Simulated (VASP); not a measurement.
# Co (P6/mmm) in VASP: a series of runs

The runs below take Co through relaxation of cell and atoms, with PBE.

Program: VASP 6.6.1. These are calculated values, not measurements. Logs are shortened: lines on timing, memory, paths and dates and some standing lists are left out, and cuts for length are marked.

## 1. The cell of the first run

It takes space group P6/mmm (No. 191, hexagonal). The conventional cell has a = 2.236 Å, b = 2.236 Å, c = 2.102 Å, α = 90.00°, β = 90.00°, γ = 120.00°. Co (site symmetry 6/mmm) has 8 Co at 2.10 to 2.24 Å within 2.8 Å.

This isn't the form of Co at room conditions, which is hcp.

## 2. Relaxation of cell and atoms, PBE, collinear spin, ferromagnetic start, target pressure 70 GPa, at which the enthalpy is minimised

INCAR

```
SYSTEM = Co
ALGO = Normal
EDIFF = 1E-6
EDIFFG = -0.005
ENCUT = 600
GGA = PE
IBRION = 2
ISIF = 3
ISMEAR = -1
ISPIN = 2
LASPH = .True.
LCHARG = .False.
LMAXMIX = 4
LORBIT = 11
LREAL = .False.
LWAVE = .False.
MAGMOM = 1.7
NELM = 150
NSW = 60
PREC = Accurate
PSTRESS = 700.0
SIGMA = 0.05
```

KPOINTS

```
k-points
0
Gamma
  20 20 18
  0 0 0
```

POSCAR

```
Co
1.0
    2.2358358010      0.0000000000      0.0000000000
   -1.1179179005      1.9362906024      0.0000000000
    0.0000000000      0.0000000000      2.1016856530
Co
1
Direct
    0.0000000000      0.0000000000      0.0000000000
```

Potentials or basis: VASP PAW PBE potentials, release 64 (Co).

Started as:

```sh
$ cat potpaw_PBE.64/Co/POTCAR > POTCAR
$ mpirun -np 1 vasp_std > vasp.out
```

OUTCAR:

```text
SYSTEM = Co
   EDIFF = 1E-6
   EDIFFG = -0.005
   ENCUT = 600
   GGA = PE
   IBRION = 2
   ISIF = 3
   ISMEAR = -1
   ISPIN = 2
   LASPH = .True.
   LORBIT = 11
   LREAL = .False.
   NELM = 150
   NSW = 60
   PREC = Accurate
   PSTRESS = 700.0

 ion  position               nearest neighbor table
   1  0.000  0.000  0.000-

  LATTYP: Found a hexagonal cell.
 ALAT       =     2.2358358010
 C/A-ratio  =     0.9400000000

  Lattice vectors:

 A1 = (   2.2358358010,   0.0000000000,   0.0000000000)
 A2 = (  -1.1179179005,   1.9362906024,   0.0000000000)
 A3 = (   0.0000000000,   0.0000000000,   2.1016856530)

Analysis of symmetry for initial positions (statically):
=====================================================================
 Subroutine PRICEL returns:
 Original cell was already a primitive cell.

 Routine SETGRP: Setting up the symmetry group for a
 hexagonal supercell.

 Subroutine GETGRP returns: Found 24 space group operations
 (whereof 24 operations were pure point group operations)
 out of a pool of 24 trial point group operations.

The static configuration has the point symmetry D_6h.

Analysis of symmetry for dynamics (positions and initial velocities):
=====================================================================
 Subroutine PRICEL returns:
 Original cell was already a primitive cell.

 Routine SETGRP: Setting up the symmetry group for a
 hexagonal supercell.

 Subroutine GETGRP returns: Found 24 space group operations
 (whereof 24 operations were pure point group operations)
 out of a pool of 24 trial point group operations.

The dynamic configuration has the point symmetry D_6h.

Analysis of structural, dynamic, and magnetic symmetry:
=====================================================================
 Subroutine PRICEL returns:
 Original cell was already a primitive cell.

 Routine SETGRP: Setting up the symmetry group for a
 hexagonal supercell.

 Subroutine GETGRP returns: Found 24 space group operations
 (whereof 24 operations were pure point group operations)
 out of a pool of 24 trial point group operations.

The overall configuration has the point symmetry D_6h.

 Subroutine INISYM returns: Found 24 space group operations
 (whereof 24 operations are pure point group operations),
 and found     1 'primitive' translations

----------------------------------------------------------------------------------------

                                     Primitive cell

  volume of cell :       9.0987

  direct lattice vectors                    reciprocal lattice vectors
     2.235835801  0.000000000  0.000000000     0.447260036  0.258225702  0.000000000
    -1.117917900  1.936290602  0.000000000     0.000000000  0.516451404  0.000000000
     0.000000000  0.000000000  2.101685653     0.000000000  0.000000000  0.475808549

  length of vectors
     2.235835801  2.235835801  2.101685653     0.516451404  0.516451404  0.475808549

  position of ions in fractional coordinates (direct lattice)
     0.000000000  0.000000000  0.000000000

  ion indices of the primitive-cell ions
   primitive index   ion index
                 1           1

----------------------------------------------------------------------------------------

 KPOINTS: k-points

Automatic generation of k-mesh.
 Grid dimensions read from file:
 generate k-points for:   20   20   18

 Generating k-lattice:

  Cartesian coordinates                     Fractional coordinates (reciprocal lattice)
     0.022363002  0.012911285  0.000000000     0.050000000 -0.000000000  0.000000000
     0.000000000  0.025822570  0.000000000     0.000000000  0.050000000  0.000000000
     0.000000000  0.000000000  0.026433808     0.000000000  0.000000000  0.055555556

  Length of vectors
     0.025822570  0.025822570  0.026433808

  Shift w.r.t. Gamma in fractional coordinates (k-lattice)
     0.000000000  0.000000000  0.000000000

 Subroutine IBZKPT returns following result:
 ===========================================

 Found    440 irreducible k-points:

 Following reciprocal coordinates:
            Coordinates               Weight
  0.000000  0.000000  0.000000      1.000000
  0.050000  0.000000  0.000000      6.000000
  0.100000  0.000000  0.000000      6.000000
  0.150000  0.000000  0.000000      6.000000
  0.200000  0.000000  0.000000      6.000000
  0.250000  0.000000  0.000000      6.000000
[... 16 lines left out ...]
  0.200000  0.100000  0.000000     12.000000
  0.250000  0.100000  0.000000     12.000000
 [... further k-points ...]
   k-points           NKPTS =    440   k-points in BZ     NKDIM =    440   number of bands    NBANDS=      9
   number of dos      NEDOS =    301   number of ions     NIONS =      1
   total plane-waves  NPLWV =   5832
   dimension x,y,z NGX =    18 NGY =   18 NGZ =   18
   dimension x,y,z NGXF=    36 NGYF=   36 NGZF=   36
   ions per type =               1
   NGX,Y,Z   is equivalent  to a cutoff of  13.38, 13.38, 14.24 a.u.
   NGXF,Y,Z  is equivalent  to a cutoff of  26.77, 26.77, 28.48 a.u.
 SYSTEM =  Co
   PREC   = accura    normal or accurate (medium, high low for compatibility)
   ISTART =      0    job   : 0-new  1-cont  2-samecut
   ICHARG =      2    charge: 1-file 2-atom 10-const
   ISPIN  =      2    spin polarized calculation?
   LNONCOLLINEAR =      F non collinear calculations
   LSORBIT =      F    spin-orbit coupling
   LASPH  =      T    aspherical Exc in radial PAW
   ENCUT  =  600.0 eV  44.10 Ry    6.64 a.u.   4.47  4.47  4.20*2*pi/ulx,y,z
   NELM   =    150;   NELMIN=  2; NELMDL= -5     # of ELM steps
   EDIFF  = 0.1E-05   stopping-criterion for ELM
   LREAL  =      F    real-space projection
   EDIFFG = -.5E-02   stopping-criterion for IOM
   NSW    =     60    number of steps for IOM
   IBRION =      2    ionic relax: 0-MD 1-quasi-New 2-CG
   NFREE  =      1    steps in history (QN), initial steepest desc. (CG)
   ISIF   =      3    stress and relaxation
   ISYM   =      2    0-nonsym 1-usesym 2-fastsym
   POTIM  = 0.5000    time-step for ionic-motion
   TEBEG  =    0.0;   TEEND  =   0.0 temperature during run
   PSTRESS=  700.0 pullay stress
   NELECT =       9.0000    total number of electrons
   NUPDOWN=      -1.0000    fix difference up-down
   EMIN   =  10.00;   EMAX   =-10.00  energy-range for DOS
   EFERMI =   0.00;   METHOD = LEGACY
   ISMEAR =    -1;   SIGMA  =   0.05  broadening in eV -4-tet -1-fermi 0-gaus
   EFERMI_NEDOS =   21; number of points for ismear=-14 and -15
   IALGO  =     38    algorithm
   IMIX   =      4    mixing-type and parameters
     AMIX     =   0.40;   BMIX     =  1.00
     AMIX_MAG =   1.60;   BMIX_MAG =  1.00
  volume/ion in A,a.u.               =       9.10        61.40
  Fermi-wavevector in a.u.,A,eV,Ry     =   1.631159  3.082443 36.200740  2.660679
  Thomas-Fermi vector in A             =   2.723341
   LORBIT       =     11    0 simple, 1 ext, 2 COOP (PROOUT), +10 PAW based schemes
   GGA     = PE    functional components
   LHFCALC =     F    Hartree Fock is set to
   AEXX    =    0.0000 exact exchange contribution
   IVDW    =     0    specifies the selected vdW correction
   LEPSILON=     F    determine dielectric tensor
   LRPA    =     F    only Hartree local field effects (RPA)
 conjugate gradient relaxation of ions
 spin polarized calculation
  energy-cutoff  :      600.00
  volume of cell :        9.10
 maximum number of plane-waves:       332
 NGX is ok and might be reduce to    18
   NGX =  9   NGY =  9   NGZ =  9

--------------------------------------- Ionic step        1  -------------------------------------------

 number of electron       9.0000001 magnetization       1.0762512

 Free energy of the ion-electron system (eV)
  ---------------------------------------------------
  ext. energy  EPLUGINS =         0.00000000
  ---------------------------------------------------
  free energy    TOTEN  =        -6.00432650 eV

  energy without entropy =       -5.99296625  energy(sigma->0) =       -5.99864637

------------------------ aborting loop because EDIFF is reached ----------------------------------------

  FORCE on cell =-STRESS in cart. coord.  units (eV):
  Direction    XX          YY          ZZ          XY          YZ          ZX
  --------------------------------------------------------------------------------------
  -------------------------------------------------------------------------------------
  Total        4.2952985      4.2952985      4.4950855     -0.0000000      0.0000000      0.0000000
  in kB      756.3550909    756.3550909    791.5353855     -0.0000000      0.0000000      0.0000000
  external PRESSURE =      68.0818558 kB  Pullay stress =     700.0000000 kB
[... 94 lines left out ...]
  energy  without entropy=       -6.0552730672  energy(sigma->0) =       -6.06101673

  enthalpy is  TOTEN    =        -2.0320616886 eV   P V=        4.0346987035

[... ionic steps 4 to 8 ...]

--------------------------------------- Ionic step        9  -------------------------------------------

 number of electron       9.0000003 magnetization       1.0903842

------------------------ aborting loop because EDIFF is reached ----------------------------------------
[... 69 lines left out ...]
--------------------------------------- Ionic step       11  -------------------------------------------

 number of electron       9.0000003 magnetization       1.0908631

 Free energy of the ion-electron system (eV)
  ---------------------------------------------------
  ext. energy  EPLUGINS =         0.00000000
  ---------------------------------------------------
  free energy    TOTEN  =        -6.06365978 eV

  energy without entropy =       -6.05229313  energy(sigma->0) =       -6.05797646

 E-fermi :  12.9720     XC(G=0): -14.3249

 val. band max:       12.9714465051   @ k =   0.3000   0.1000   0.0000
 cond. band min:      12.9734987575   @ k =   0.2500   0.0000   0.3333
 fundamental gap:      0.0020522524
 Fermi energy:        12.9719595419

 spin component 1

 k-point     1 :       0.0000    0.0000    0.0000
  band No.  band energies     occupation
      1       2.9335      1.00000
      2       7.7294      1.00000
      3      10.2213      1.00000
      4      10.2213      1.00000
      5      12.8280      0.94685
      6      12.8280      0.94685
      7      35.7448      0.00000
      8      37.4028      0.00000
      9      42.1133      0.00000
[... 265 lines left out ...]
 k-point    24 :       0.2500    0.1000    0.0000
  band No.  band energies     occupation
      1       6.4224      1.00000
      2       8.3681      1.00000
      3       9.3982      1.00000
      4      11.6702      1.00000
      5      12.5288      0.99986
      6      12.5367      0.99983
      7      26.9219      0.00000
      8      31.8606      0.00000
      9      41.2079      0.00000

 [... further k-points ...]

 spin component 2

 k-point     1 :       0.0000    0.0000    0.0000
  band No.  band energies     occupation
      1       3.0663      1.00000
      2       8.3729      1.00000
      3      11.1523      1.00000
      4      11.1523      1.00000
      5      14.4364      0.00000
      6      14.4364      0.00000
      7      36.0743      0.00000
      8      37.3435      0.00000
      9      42.2782      0.00000
[... 308 lines left out ...]
  energy  without entropy=       -6.0522931314  energy(sigma->0) =       -6.05797646

  enthalpy is  TOTEN    =        -2.0321140033 eV   P V=        4.0315457772

 reached required accuracy - stopping structural energy minimisation

 total charge

# of ion       s       p       d       tot
------------------------------------------
    1        0.599   0.658   7.509   8.767

 magnetization (x)

# of ion       s       p       d       tot
------------------------------------------
    1        0.006  -0.000   1.074   1.080
```

Run time: 4.4 min. Hardware: 1 thread of Intel Xeon Platinum 8375C at 2.90GHz (Ice Lake), shared host; peak memory 0.22 GiB.

Results:

```
Free energy                                                : -6.0637 eV
Relaxed volume                                             : 9.23 Å³/atom
Relaxed cell                                               : a = 2.243 Å, b = 2.243 Å, c = 2.119 Å, α = 90.00°, β = 90.00°, γ = 120.00°
Space group after relaxing (to 0.1 Å)                      : P6/mmm (No. 191)
Energy change on relaxing (the run minimises the enthalpy) : -59.3 meV/atom
Ionic steps                                                : 11
Pressure after relaxing                                    : 70.0 GPa
Net moment                                                 : 1.09 μB per cell
Site moments                                               : Co +1.08 μB
Valence electrons inside the program's atomic spheres      : Co 8.77
```

The path:
```tsv
step	energy change (eV)	largest force (eV/Å)	pressure (GPa)	volume (Å³)
1	0.0000	0.0000	76.81	9.10
2	-0.2072	0.0000	52.51	9.62
3	-0.0624	0.0000	69.72	9.23
4	-0.0612	0.0000	69.99	9.23
5	-0.0586	0.0000	70.17	9.23
6	-0.0596	0.0000	70.05	9.23
7	-0.0594	0.0000	69.98	9.23
8	-0.0590	0.0000	70.12	9.23
9	-0.0592	0.0000	70.20	9.23
10	-0.0593	0.0000	70.01	9.23
11	-0.0593	0.0000	70.03	9.23
```

Final structure:
```
Co
1.0
     2.24260    0.00000    0.00000
    -1.12130    1.94215    0.00000
     0.00000    0.00000    2.11860
Co
1
Cartesian
  0.0000 0.0000 0.0000
```

Levels at points of the mesh, in eV from the Fermi level:
Spin up:
```
           k point  band 3  band 4  band 5  band 6  band 7  band 8
(0.00, 0.00, 0.00)   -2.75   -2.75   -0.14   -0.14   22.77   24.43
(0.50, 0.00, 0.00)   -1.83   -0.65   -0.48    0.35    7.64   19.36
(0.00, 0.00, 0.50)   -2.27   -2.04   -1.82   -1.82    6.17   30.17
(0.50, 0.00, 0.50)   -2.57    0.50    1.21    7.63    7.85   14.70
```
Spin down:
```tsv
k point	band 1	band 2	band 3	band 4	band 5	band 6	band 7	band 8	band 9
(0.00, 0.00, 0.00)	-9.91	-4.60	-1.82	-1.82	1.46	1.46	23.10	24.37	29.31
(0.50, 0.00, 0.00)	-5.50	-3.70	-0.55	-0.36	1.10	1.43	8.28	19.61	26.95
(0.00, 0.00, 0.50)	-4.84	-1.94	-1.31	-1.31	-0.33	-0.33	6.81	30.20	33.26
(0.50, 0.00, 0.50)	-5.48	-3.91	-1.16	1.58	2.09	7.81	8.03	15.34	18.65
```

Caveat: the cell is relaxed towards a set pressure, so the run minimises the enthalpy, not the energy.

## 3. Relaxation of cell and atoms, PBE, collinear spin, ferromagnetic start, target pressure 70 GPa, at which the enthalpy is minimised

This run uses another cell than the first one, of 9.28 Å³/atom.

INCAR

```
SYSTEM = Co
PREC = Accurate ; ENCUT = 600
EDIFF = 1E-6 ; ISMEAR = -1
SIGMA = 0.05 ; LREAL = .False.
LASPH = .True. ; NELM = 150
ALGO = Normal ; ISIF = 3
LWAVE = .False. ; LCHARG = .False.
ISPIN = 2 ; MAGMOM = 1.7
LORBIT = 11 ; LMAXMIX = 4
GGA = PE ; IBRION = 2
NSW = 32 ; EDIFFG = -0.005
PSTRESS = 700.0
```

KPOINTS

```
Automatic mesh
0
Gamma
  20 20 18
  0 0 0
```

POSCAR

```
Co
1.0
    2.2450837569      0.0000000000      0.0000000000
   -1.1225418785      1.9442995671      0.0000000000
    0.0000000000      0.0000000000      2.1254025874
Co
1
Direct
    0.0000000000      0.0000000000      0.0000000000
```

Potentials or basis: VASP PAW PBE potentials, release 64 (Co).

Started as:

```sh
$ cat potpaw_PBE.64/Co/POTCAR > POTCAR
$ mpirun -np 1 vasp_std > vasp.out
```

Run time: 3.9 min. Hardware: 1 thread of Intel Xeon Platinum 8375C at 2.90GHz (Ice Lake), shared host; peak memory 0.21 GiB.

It converged, with:

* Free energy: -6.0645 eV
* Relaxed volume: 9.23 Å³/atom
* Relaxed cell: a = 2.243 Å, b = 2.243 Å, c = 2.119 Å, α = 90.00°, β = 90.00°, γ = 120.00°
* Space group after relaxing (to 0.1 Å): P6/mmm (No. 191)
* Energy change on relaxing (the run minimises the enthalpy): +20.8 meV/atom
* Ionic steps: 11
* Pressure after relaxing: 70.0 GPa
* Net moment: 1.09 μB per cell
* Site moments: Co +1.08 μB
* Valence electrons inside the program's atomic spheres: Co 8.77

Stress tensor (GPa, compression positive):
```
70.04  0.00  0.00
 0.00 70.04  0.00
 0.00  0.00 69.93
```

Step by step:
```
step  energy change (eV)  largest force (eV/Å)  pressure (GPa)  volume (Å³)
   1              0.0000                0.0000           67.55         9.28
   2              0.0854                0.0000           77.26         9.09
   3              0.0217                0.0000           70.10         9.23
   4              0.0212                0.0000           69.69         9.23
   5              0.0218                0.0000           70.12         9.23
   6              0.0218                0.0000           70.20         9.23
   7              0.0220                0.0000           70.04         9.23
   8              0.0219                0.0000           70.19         9.23
   9              0.0218                0.0000           70.09         9.23
  10              0.0192                0.0000           69.80         9.23
  11              0.0208                0.0000           70.00         9.23
```

Final structure:
```
Co
1.0
     2.24267    0.00000    0.00000
    -1.12133    1.94221    0.00000
     0.00000    0.00000    2.11884
Co
1
Direct
  0.00000 0.00000 0.00000
```

Levels at points of the mesh, in eV from the Fermi level:
Spin up:
```csv
k point,band 1,band 2,band 3,band 4,band 5,band 6,band 7,band 8,band 9
"(0.00, 0.00, 0.00)",-10.04,-5.24,-2.75,-2.75,-0.14,-0.14,22.77,24.43,29.13
"(0.50, 0.00, 0.00)",-6.10,-4.36,-1.83,-0.64,-0.48,0.35,7.64,19.36,26.63
"(0.00, 0.00, 0.50)",-5.28,-2.27,-2.27,-2.04,-1.82,-1.82,6.17,30.17,33.20
"(0.50, 0.00, 0.50)",-6.43,-4.68,-2.57,0.50,1.21,7.63,7.84,14.70,18.10
```
Spin down:
| k point | band 1 | band 2 | band 3 | band 4 | band 5 | band 6 | band 7 | band 8 |
| --- | --- | --- | --- | --- | --- | --- | --- | --- |
| (0.00, 0.00, 0.00) | -9.90 | -4.60 | -1.82 | -1.82 | 1.46 | 1.46 | 23.10 | 24.37 |
| (0.50, 0.00, 0.00) | -5.50 | -3.70 | -0.55 | -0.36 | 1.10 | 1.43 | 8.28 | 19.61 |
| (0.00, 0.00, 0.50) | -4.84 | -1.94 | -1.31 | -1.31 | -0.33 | -0.33 | 6.80 | 30.20 |
| (0.50, 0.00, 0.50) | -5.48 | -3.91 | -1.16 | 1.58 | 2.09 | 7.81 | 8.03 | 15.34 |

Caveat: the cell is relaxed towards a set pressure, so the run minimises the enthalpy, not the energy.
